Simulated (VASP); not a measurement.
Input of a VASP 6.6.1 run:

INCAR

```
SYSTEM = FeO
PREC     = Accurate       ! precision mode
ENCUT    = 520            ! plane-wave cutoff, eV
EDIFF    = 1E-7           ! SCF threshold, eV
ISMEAR   = 0              ! smearing method
SIGMA    = 0.05           ! smearing width, eV
LREAL    = .False.        ! projectors in reciprocal space
LASPH    = .True.         ! aspherical terms in the spheres
NELM     = 150            ! most SCF steps
ALGO     = Normal         ! electronic algorithm
ISIF     = 2              ! what is computed and relaxed
LWAVE    = .False.        ! write WAVECAR
LCHARG   = .False.        ! write CHGCAR
LMAXMIX  = 4              ! l up to which the mixer works
LDAU     = .True.         ! DFT+U
LDAUTYPE = 2            
LDAUL    = 2 -1           ! shell
LDAUU    = 4 0            ! U, eV
LDAUJ    = 0 0          
LDAUPRINT= 1            
GGA      = PE             ! functional
NBANDS   = 14             ! bands
```

The input KPOINTS:

```
regular mesh
0
Gamma
  10 10 10
  0 0 0
```

File POSCAR:

```
FeO
1.0
    0.0000000000      2.3733177188      2.3733177188
    2.3733177188      0.0000000000      2.3733177188
    2.3733177188      2.3733177188      0.0000000000
Fe O
1 1
Direct
    0.0000000000      0.0000000000      0.0000000000
    0.2500000000      0.2500000000      0.2500000000
```

Potentials or basis: VASP PAW PBE potentials, release 64 (Fe, O).

Run with:

```bash
$ cat potpaw_PBE.64/Fe/POTCAR potpaw_PBE.64/O/POTCAR > POTCAR
$ mpirun -np 1 vasp_std > vasp.out
```

**Question.** What does it give for the band gap on the k mesh?

**Answer.** Zero (band 7 reaches 3.85 eV, above the bottom of band 8 at 3.13 eV).

**Question.** Predict the pressure.

**Answer.** -27.6 GPa.

Eigenvalues of the final occupation matrices:
```tsv
site	spin	trace	eigenvalues
site 1 d	1	3.13	0.42 0.42 0.42 0.94 0.94
site 1 d	2	3.13	0.42 0.42 0.42 0.94 0.94
```

Caveat: the run has no spin polarisation, though such a crystal can be magnetic; U without spin polarisation on a metal has little footing. Spin polarisation is off, so any magnetic state and its effect on volume and gap are missing.
